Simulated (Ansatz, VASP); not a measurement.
# Ag: VASP beside Ansatz

Contents of INCAR:

```
ALGO = Normal
EDIFF = 1E-6
ENCUT = 520
GGA = PS
ISIF = 2
ISMEAR = -1
LASPH = T
LCHARG = T
LELF = T
LREAL = F
LVHAR = T
LWAVE = F
NBANDS = 18
NELM = 60
PREC = Accurate
SIGMA = 0.05
```

KPOINTS

```
k-points
0
Gamma
  15 15 8
```

The input POSCAR:

```
Ag
1.0
    2.3871084978      0.0000000000      0.0000000000
   -1.1935542490      2.0672966007      0.0000000000
    0.0000000000      0.0000000000      3.9185757608
Ag
2
Direct
    0.3333333333      0.6666666667      0.2500000000
    0.6666666667      0.3333333333      0.7500000000
```

Input for Ansatz:

```yaml
crystal:
  lattice:
    - [2.3871084978, 0.0, 0.0]
    - [-1.193554249, 2.0672966007, 0.0]
    - [0.0, 0.0, 3.9185757608]
  atoms:
    - { symbol: Ag, position: [0.3333333333, 0.6666666667, 0.25] }
    - { symbol: Ag, position: [0.6666666667, 0.3333333333, 0.75] }
kpoints:
  mp_grid: { grid: [15, 15, 8] }
scf:
  occupations: { method: fermi_dirac, width: 0.05 }
hamiltonian:
  xc: pbesol
  pseudopotentials: { kind: all_electron, lapw: { basis_error: 0.001 } }
output:
  forces: true
  stress: true
  eigenvalues: true
  populations: true
```

Change from the starting cell: volume scaled by 0.58, LAPW.

Alike in both runs: task single point; functional PBEsol; k mesh 15 × 15 × 8; occupations fermi-dirac, width 0.05 eV; no spin polarisation.

|  | VASP | Ansatz |
| --- | --- | --- |
| version | VASP 6.6.1 | Ansatz 0.2.0 |
| potentials or method | VASP PAW PBE potentials, release 64 (Ag), cutoff 520 eV | all-electron LAPW, scalar-relativistic |

Ansatz gave:

```
pressure (GPa)                                                : 289.7
traceless stress, the component that is largest in VASP (GPa) : 0.01
```

Which values does VASP return?

Pressure (GPa): 289.4; traceless stress, the component that is largest in VASP (GPa): 0.13.

VASP's potentials were made for PBE, not for PBEsol. Both programs put the cell under a high pressure, so it lies far from rest at this level. Ansatz ran all-electron here, and VASP with PAW potentials.

Noted on VASP's run: the cell as given lies far from equilibrium.
